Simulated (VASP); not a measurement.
Here is a VASP 6.6.1 calculation.

The input INCAR:

```
SYSTEM = GaGeO
PREC = Accurate
ENCUT = 600
EDIFF = 1E-6
ISMEAR = 0
SIGMA = 0.1
LREAL = .False.
LASPH = .True.
NELM = 80
ALGO = Normal
ISIF = 3
LWAVE = .False.
LCHARG = .False.
GGA = PE
IBRION = 2
NSW = 100
EDIFFG = -0.01
```

Contents of KPOINTS:

```
Automatic mesh
0
Gamma
  16 16 10
  0 0 0
```

The input POSCAR:

```
GaGeO
1.0
    3.0391562991      0.0000000000      0.0000000000
    0.0000000000      3.0391562991      0.0000000000
    0.0000000000      0.0000000000      5.2853915960
Ga Ge O
1 1 1
Direct
    0.5000000000      0.5000000000      0.5000000000
    0.5000000000      0.5000000000      0.0000000000
    0.0000000000      0.0000000000      0.0000000000
```

Potentials or basis: VASP PAW PBE potentials, release 64 (Ga_d, Ge_d, O).

Launch:

```sh
$ cat potpaw_PBE.64/Ga_d/POTCAR potpaw_PBE.64/Ge_d/POTCAR potpaw_PBE.64/O/POTCAR > POTCAR
$ mpirun -np 1 vasp_std > vasp.out
```

Problem. Predict the relaxed cell.

Solution. a = 3.029 Å, b = 3.029 Å, c = 5.332 Å, α = 90.00°, β = 90.00°, γ = 90.00°.

Problem. Estimate the space group after relaxing (to 0.1 Å).

Solution. P4/mmm (No. 123).

Problem. Predict the relaxed volume.

Solution. 16.31 Å³/atom.

Problem. What does it give for the band gap on the k mesh?

Solution. Zero (an odd number of electrons rules out a gap without spin polarisation).

Step by step:
```csv
step,energy change (eV),largest force (eV/Å),pressure (GPa),volume (Å³)
1,0.0000,0.0000,-0.07,48.82
2,-0.0019,0.0000,0.19,48.77
3,-0.0020,0.0000,0.22,48.76
4,-0.0020,0.0000,0.23,48.76
5,-0.0022,0.0000,0.04,48.93
```

Caveat: an odd number of electrons without spin polarisation forces a metal; a magnetic or distorted state may lie lower.
